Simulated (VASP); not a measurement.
# Ta (P6_3/mmc) in VASP: a series of runs

The runs below take Ta through single point, with PBEsol+D3(BJ).

All numbers are computed with VASP 6.6.1; they aren't measurements. Logs are shortened: lines on timing, memory, paths and dates and some standing lists are left out, and cuts for length are marked.

## 1. The cell of the first run

The structure is hexagonal, space group P6_3/mmc (No. 194). The conventional cell has a = 2.828 Å, b = 2.828 Å, c = 5.104 Å, α = 90.00°, β = 90.00°, γ = 120.00°. Ta (site symmetry -6m2) has 12 Ta at 2.83 to 3.03 Å within 3.7 Å.

## 2. Single point, PBEsol+D3(BJ)

Contents of INCAR:

```
  PREC = Accurate
  ENCUT = 520
  EDIFF = 1E-6
  ISMEAR = 1
  SIGMA = 0.05
  LREAL = F
  LASPH = T
  NELM = 100
  ALGO = Normal
  ISIF = 2
  LWAVE = F
  LCHARG = T
  GGA = PS
  IVDW = 12
  LELF = T
  LVHAR = T
  NBANDS = 18
```

Contents of KPOINTS:

```
regular mesh
0
Gamma
  9 9 5
```

Contents of POSCAR:

```
Ta
1.0
    2.8278662669      0.0000000000      0.0000000000
   -1.4139331334      2.4490040256      0.0000000000
    0.0000000000      0.0000000000      5.1040325300
Ta
2
Direct
    0.6666666667      0.3333333333      0.7500000000
    0.3333333333      0.6666666667      0.2500000000
```

Potentials or basis: VASP PAW PBE potentials, release 64 (Ta_pv).

Started as:

```sh
$ cat potpaw_PBE.64/Ta_pv/POTCAR > POTCAR
$ mpirun -np 1 vasp_std > vasp.out
```

OUTCAR:

```text
PREC = Accurate
   ENCUT = 520
   EDIFF = 1E-6
   ISMEAR = 1
   LREAL = F
   LASPH = T
   NELM = 100
   ISIF = 2
   GGA = PS
   IVDW = 12
 IVDW          = 12

 ion  position               nearest neighbor table
   1  0.667  0.333  0.750-   2 3.03   2 3.03   2 3.03   2 3.03   2 3.03   2 3.03
   2  0.333  0.667  0.250-   1 3.03   1 3.03   1 3.03   1 3.03   1 3.03   1 3.03

  LATTYP: Found a hexagonal cell.
 ALAT       =     2.8278662669
 C/A-ratio  =     1.8049059072

  Lattice vectors:

 A1 = (   2.8278662669,   0.0000000000,   0.0000000000)
 A2 = (  -1.4139331334,   2.4490040256,   0.0000000000)
 A3 = (   0.0000000000,   0.0000000000,   5.1040325300)

Analysis of symmetry for initial positions (statically):
=====================================================================
 Subroutine PRICEL returns:
 Original cell was already a primitive cell.

 Routine SETGRP: Setting up the symmetry group for a
 hexagonal supercell.

 Subroutine GETGRP returns: Found 24 space group operations
 (whereof 12 operations were pure point group operations)
 out of a pool of 24 trial point group operations.

The static configuration has the point symmetry D_3d.
 The point group associated with its full space group is D_6h.

Analysis of symmetry for dynamics (positions and initial velocities):
=====================================================================
 Subroutine PRICEL returns:
 Original cell was already a primitive cell.

 Routine SETGRP: Setting up the symmetry group for a
 hexagonal supercell.

 Subroutine GETGRP returns: Found 24 space group operations
 (whereof 12 operations were pure point group operations)
 out of a pool of 24 trial point group operations.

The dynamic configuration has the point symmetry D_3d.
 The point group associated with its full space group is D_6h.

 Subroutine INISYM returns: Found 24 space group operations
 (whereof 12 operations are pure point group operations),
 and found     1 'primitive' translations

----------------------------------------------------------------------------------------

                                     Primitive cell

  volume of cell :      35.3478

  direct lattice vectors                    reciprocal lattice vectors
     2.827866267  0.000000000  0.000000000     0.353623512  0.204164630  0.000000000
    -1.413933133  2.449004026  0.000000000     0.000000000  0.408329259  0.000000000
     0.000000000  0.000000000  5.104032530     0.000000000  0.000000000  0.195923516

  length of vectors
     2.827866267  2.827866267  5.104032530     0.408329259  0.408329259  0.195923516

[... 74 lines left out ...]
   ISPIN  =      1    spin polarized calculation?
   LNONCOLLINEAR =      F non collinear calculations
   LSORBIT =      F    spin-orbit coupling
   LASPH  =      T    aspherical Exc in radial PAW
   ENCUT  =  520.0 eV  38.22 Ry    6.18 a.u.   5.26  5.26  9.49*2*pi/ulx,y,z
   NELM   =    100;   NELMIN=  2; NELMDL= -5     # of ELM steps
   EDIFF  = 0.1E-05   stopping-criterion for ELM
   LREAL  =      F    real-space projection
[... 7 lines left out ...]
   TEBEG  =    0.0;   TEEND  =   0.0 temperature during run
   PSTRESS=    0.0 pullay stress
   NELECT =      22.0000    total number of electrons
   NUPDOWN=      -1.0000    fix difference up-down
   EMIN   =  10.00;   EMAX   =-10.00  energy-range for DOS
   EFERMI =   0.00;   METHOD = LEGACY
   ISMEAR =     1;   SIGMA  =   0.05  broadening in eV -4-tet -1-fermi 0-gaus
   EFERMI_NEDOS =   21; number of points for ismear=-14 and -15
   IALGO  =     38    algorithm
   IMIX   =      4    mixing-type and parameters
     AMIX     =   0.40;   BMIX     =  1.00
     AMIX_MAG =   1.60;   BMIX_MAG =  1.00
  volume/ion in A,a.u.               =      17.67       119.27
  Fermi-wavevector in a.u.,A,eV,Ry     =   1.397747  2.641358 26.581643  1.953696
  Thomas-Fermi vector in A             =   2.520973
   LORBIT       =      0    0 simple, 1 ext, 2 COOP (PROOUT), +10 PAW based schemes
   GGA     = PS    functional components
   LHFCALC =     F    Hartree Fock is set to
   AEXX    =    0.0000 exact exchange contribution
   IVDW    =    12    specifies the selected vdW correction
   LEPSILON=     F    determine dielectric tensor
   LRPA    =     F    only Hartree local field effects (RPA)
 non-spin polarized calculation
 Methfessel and Paxton  Order N= 1 SIGMA  =   0.05
  energy-cutoff  :      520.00
  volume of cell :       35.35
 maximum number of plane-waves:       963
 NGX is ok and might be reduce to    24
   NGX = 11   NGY = 11   NGZ = 19

 number of electron      22.0000002 magnetization

 Free energy of the ion-electron system (eV)
  ---------------------------------------------------
  ext. energy  EPLUGINS =         0.00000000
  ---------------------------------------------------
  free energy    TOTEN  =       -24.48576328 eV

  energy without entropy =      -24.48623779  energy(sigma->0) =      -24.48592145

 E-fermi :   5.9302     XC(G=0): -12.8112

 val. band max:        5.9147903065   @ k =   0.3333   0.0000   0.0000
 cond. band min:       5.9372440108   @ k =   0.1111   0.1111   0.0000
 fundamental gap:      0.0224537043
 Fermi energy:         5.9302284952

 k-point     1 :       0.0000    0.0000    0.0000
  band No.  band energies     occupation
      1     -28.5841      2.00000
      2     -27.6086      2.00000
      3     -27.4275      2.00000
      4     -27.4275      2.00000
      5     -27.3346      2.00000
      6     -27.3346      2.00000
[... 481 lines left out ...]
      5     -27.8303      2.00000
      6     -27.8303      2.00000
[... 10 lines left out ...]
     17      14.0193      0.00000
     18      14.0193      0.00000

 [... further k-points ...]

------------------------ aborting loop because EDIFF is reached ----------------------------------------

 Edisp (eV)   -1.48390

 E8    (eV) :    -1.1028

  FORCE on cell =-STRESS in cart. coord.  units (eV):
  Direction    XX          YY          ZZ          XY          YZ          ZX
  --------------------------------------------------------------------------------------
  -------------------------------------------------------------------------------------
  Total      -0.23062    -0.23062    -0.21231    -0.00000     0.00000    -0.00000
  in kB     -10.45323   -10.45323    -9.62299    -0.00000     0.00000    -0.00000
  external pressure =      -10.18 kB  Pullay stress =        0.00 kB

 VOLUME and BASIS-vectors are now :
 -----------------------------------------------------------------------------
  energy-cutoff  :      520.00
  volume of cell :       35.35
      direct lattice vectors                 reciprocal lattice vectors
     2.827866267  0.000000000  0.000000000     0.353623512  0.204164630  0.000000000
    -1.413933133  2.449004026  0.000000000     0.000000000  0.408329259  0.000000000
     0.000000000  0.000000000  5.104032530     0.000000000  0.000000000  0.195923516

 POSITION                                       TOTAL-FORCE (eV/Angst)
 -----------------------------------------------------------------------------------
      1.41393      0.81633      3.82802         0.000000     -0.000000      0.000000
     -0.00000      1.63267      1.27601        -0.000000      0.000000      0.000000
 -----------------------------------------------------------------------------------
    total drift:                               -0.000000      0.000000     -0.000000

  FREE ENERGIE OF THE ION-ELECTRON SYSTEM (eV)
  ---------------------------------------------------
  free  energy   TOTEN  =       -25.9696658893 eV

  energy  without entropy=      -25.9701403963  energy(sigma->0) =      -25.96982406
```

OSZICAR:

```text
N       E                     dE             d eps       ncg     rms          rms(c)
DAV:   1     0.167690083339E+03    0.16769E+03   -0.12965E+04  1304   0.128E+03
DAV:   2    -0.211203900386E+02   -0.18881E+03   -0.18588E+03  1596   0.358E+02
DAV:   3    -0.253915808890E+02   -0.42712E+01   -0.42154E+01  1544   0.502E+01
DAV:   4    -0.254222512679E+02   -0.30670E-01   -0.30647E-01  1492   0.441E+00
DAV:   5    -0.254224904129E+02   -0.23915E-03   -0.23913E-03  1432   0.354E-01    0.201E+01
DAV:   6    -0.247236053778E+02    0.69889E+00   -0.69068E-01  1430   0.730E+00    0.995E+00
DAV:   7    -0.244895791718E+02    0.23403E+00   -0.63066E-01  1454   0.661E+00    0.461E-01
DAV:   8    -0.244857936298E+02    0.37855E-02   -0.10004E-02  1446   0.921E-01    0.123E-01
DAV:   9    -0.244857710406E+02    0.22589E-04   -0.20796E-04  1522   0.116E-01    0.579E-02
DAV:  10    -0.244857649111E+02    0.61295E-05   -0.36011E-05  1550   0.451E-02    0.942E-03
DAV:  11    -0.244857636039E+02    0.13071E-05   -0.35216E-06  1352   0.142E-02    0.426E-03
DAV:  12    -0.244857632784E+02    0.32557E-06   -0.13658E-07   662   0.368E-03
   1 F= -.25969666E+02 E0= -.25969824E+02  d E =0.474507E-03
```

It took 12 s on 1 thread of Intel Xeon 6975P-C, shared host; peak memory 0.18 GiB.

What came out:

| Quantity | Value |
| --- | --- |
| Free energy | -25.9697 eV |
| Pressure | -1.0 GPa |
| Band gap on the k mesh | zero (band 11 reaches 6.98 eV, above the bottom of band 12 at 5.25 eV) |
| Dispersion energy per atom | -0.742 eV |

Caveat: three body term missing; the PAW data sets were made with another functional, which shifts forces and pressure a little; spin-orbit coupling is left out, which moves the levels of the heavy elements; pairwise dispersion overbinds metals, which lowers pressure and volume.

## 3. Single point, PBEsol+D3(BJ)

This run uses another cell than the first one, of 18.82 Å³/atom, 1.065 times its volume.

Contents of INCAR:

```
SYSTEM = Ta
PREC     = Accurate       ! precision mode
ENCUT    = 520            ! plane-wave cutoff, eV
EDIFF    = 1E-7           ! SCF threshold, eV
ISMEAR   = 1              ! smearing method
SIGMA    = 0.05           ! smearing width, eV
LREAL    = .FALSE.        ! projectors in reciprocal space
LASPH    = .TRUE.         ! aspherical terms in the spheres
NELM     = 100            ! most SCF steps
ALGO     = Normal         ! electronic algorithm
ISIF     = 2              ! what is computed and relaxed
LWAVE    = .FALSE.        ! write WAVECAR
LCHARG   = .TRUE.         ! write CHGCAR
GGA      = PS             ! functional
IVDW     = 12             ! dispersion correction
LELF     = .TRUE.         ! ELF
LVHAR    = .TRUE.       
NBANDS   = 18             ! bands
```

Contents of KPOINTS:

```
regular mesh
0
G
  9 9 5
  0 0 0
```

Contents of POSCAR:

```
Ta
1.0
    2.9003720000      0.0000000000      0.0000000000
   -1.4501860000      2.5117958324      0.0000000000
    0.0000000000      0.0000000000      5.1662740000
Ta
2
Direct
    0.6666666667      0.3333333333      0.7500000000
    0.3333333333      0.6666666667      0.2500000000
```

Potentials or basis: VASP PAW PBE potentials, release 64 (Ta_pv).

Started as:

```sh
$ cat potpaw_PBE.64/Ta_pv/POTCAR > POTCAR
$ mpirun -np 1 vasp_std > vasp.out
```

It took 14 s on 1 thread of Intel Xeon 6975P-C, shared host; peak memory 0.18 GiB.

Results (log left out):

```
Free energy                : -25.8612 eV
Pressure                   : -13.0 GPa
Band gap on the k mesh     : zero (band 11 reaches 6.29 eV, above the bottom of band 12 at 4.80 eV)
Dispersion energy per atom : -0.696 eV
```

Stress tensor (GPa, compression positive):
```
-14.42   0.00   0.00
  0.00 -14.42   0.00
  0.00   0.00 -10.20
```

Levels at points of the mesh, in eV from the Fermi level:
```
           k point  band 9  band 10  band 11  band 12  band 13  band 14
(0.00, 0.00, 0.00)   -0.55    -0.09     0.60     0.60     1.16     1.16
```

Caveat: three body term missing; the PAW data sets were made with another functional, which shifts forces and pressure a little; spin-orbit coupling is left out, which moves the levels of the heavy elements; pairwise dispersion overbinds metals, which lowers pressure and volume.
